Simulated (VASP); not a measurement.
Here is a VASP 6.6.1 calculation.

Contents of INCAR:

```
SYSTEM = Ir
PREC = Accurate
ENCUT = 520
EDIFF = 1E-7
ISMEAR = 0
SIGMA = 0.15
LREAL = .FALSE.
LASPH = .TRUE.
NELM = 150
ALGO = Normal
ISIF = 2
LWAVE = .FALSE.
LCHARG = .FALSE.
ISPIN = 2
MAGMOM = 0.5 0.5
LORBIT = 11
NUPDOWN = 1.0
LMAXMIX = 4
GGA = CA
NBANDS = 20
```

Contents of KPOINTS:

```
regular mesh
0
G
  21 21 12
  0 0 0
```

Contents of POSCAR:

```
Ir
1.0
    2.7583201541      0.0000000000      0.0000000000
   -1.3791600771      2.3887753253      0.0000000000
    0.0000000000      0.0000000000      4.4722974870
Ir
2
Direct
    0.6666666667      0.3333333333      0.7500000000
    0.3333333333      0.6666666667      0.2500000000
```

Potentials or basis: VASP PAW LDA potentials, release 64 (Ir).

Run with:

```bash
$ cat potpaw_LDA.64/Ir/POTCAR > POTCAR
$ mpirun -np 1 vasp_std > vasp.out
```

(1) Predict the pressure.

## Answers

(1) -16.2 GPa.

Caveat: the cell stands under tension; the total moment is fixed, so each spin has its own Fermi level.
